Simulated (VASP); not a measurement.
Wanted: the native input for a VASP 6.6.1 run.

* Task: single point
* Functional: PBEsol
* Potentials or basis: VASP PAW PBE potentials, release 64 (Mg, Pb_d, Se)
* Cutoff: 600 eV
* k mesh: 6 × 6 × 6
* Occupations: fermi-dirac, width 0.03 eV
* Spin: no spin polarisation
* Dipole correction: no
* Further INCAR settings: ALGO = Normal; EDIFF = 1e-06; NBANDS = 33

The structure of MgPb2Se3 lies in POSCAR:

```
MgPb2Se3
1.0
   -2.0633352674      2.9924608145      6.2850482629
    2.0633352674     -2.9924608145      6.2850482629
    2.0633352674      2.9924608145     -6.2850482629
Mg Pb Se
1 2 3
Direct
    0.0000000000      0.0000000000      0.0000000000
    0.6688244815      0.6688244815      0.0000000000
    0.3311755185      0.3311755185      0.0000000000
    0.5000000000      0.0000000000      0.5000000000
    0.1454024960      0.6454024960      0.5000000000
    0.8545975040      0.3545975040      0.5000000000
```

These files were run (other wordings do the same):

INCAR

```
ALGO     = Normal         # electronic algorithm
EDIFF    = 1E-6           # SCF threshold, eV
ENCUT    = 600            # plane-wave cutoff, eV
GGA      = PS             # functional
GGA_COMPAT= F            
ISIF     = 2              # what is computed and relaxed
ISMEAR   = -1             # smearing method
LASPH    = T              # aspherical terms in the spheres
LCHARG   = F              # write CHGCAR
LREAL    = F              # projectors in reciprocal space
LWAVE    = F              # write WAVECAR
NBANDS   = 33             # bands
NELM     = 120            # most SCF steps
PREC     = Accurate       # precision mode
SIGMA    = 0.03           # smearing width, eV
```

KPOINTS

```
k-points
0
Gamma
  6 6 6
```

Potentials or basis: VASP PAW PBE potentials, release 64 (Mg, Pb_d, Se).

Command:

```bash
$ cat potpaw_PBE.64/Mg/POTCAR potpaw_PBE.64/Pb_d/POTCAR potpaw_PBE.64/Se/POTCAR > POTCAR
$ mpirun -np 1 vasp_std > vasp.out
```

Results of the run:

- Pressure: 0.0 GPa
- Largest force: 0.008 eV/Å
- Band gap on the k mesh: 0.47 eV (least direct gap 1.05 eV)

Caveat: the PAW data sets were made with another functional, which shifts forces and pressure a little; spin-orbit coupling is left out, which moves the levels of the heavy elements.

Wall time 10 min on 1 thread of AMD EPYC 9755 128-Core Processor (shared host), peak memory 0.62 GiB.
